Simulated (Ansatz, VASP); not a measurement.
## Two plane-wave programs on NaH

```
Na H
1.0
     0.00000    2.43996    2.43996
     2.43996    0.00000    2.43996
     2.43996    2.43996    0.00000
Na H
1 1
Direct
  0.00000 0.00000 0.00000
  0.50000 0.50000 0.50000
```

Alike in both runs: task single point; functional PBE; k mesh 8 × 8 × 8; occupations gaussian, width 0.02 eV; no spin polarisation.

```csv
,VASP,Ansatz
version,VASP 6.6.1,Ansatz 0.2.0
potentials or method,"VASP PAW PBE potentials, release 64 (Na_pv, H), cutoff 520 eV","scalar-relativistic, plane waves, PAW"
valence electrons in the cell,8,10
```

|  | VASP | Ansatz | Ansatz less VASP |
| --- | --- | --- | --- |
| gap on the k mesh at the Fermi level (eV) | 3.71 | 3.71 | +0.002 |
| least direct gap on the mesh (eV) | 4.55 | 4.56 | +0.004 |
| pressure (GPa) | -0.7 | -0.7 | +0.03 |

VASP's potentials hold 8 valence electrons a cell and Ansatz's 10, so a difference there can come from the potentials and not from the codes.
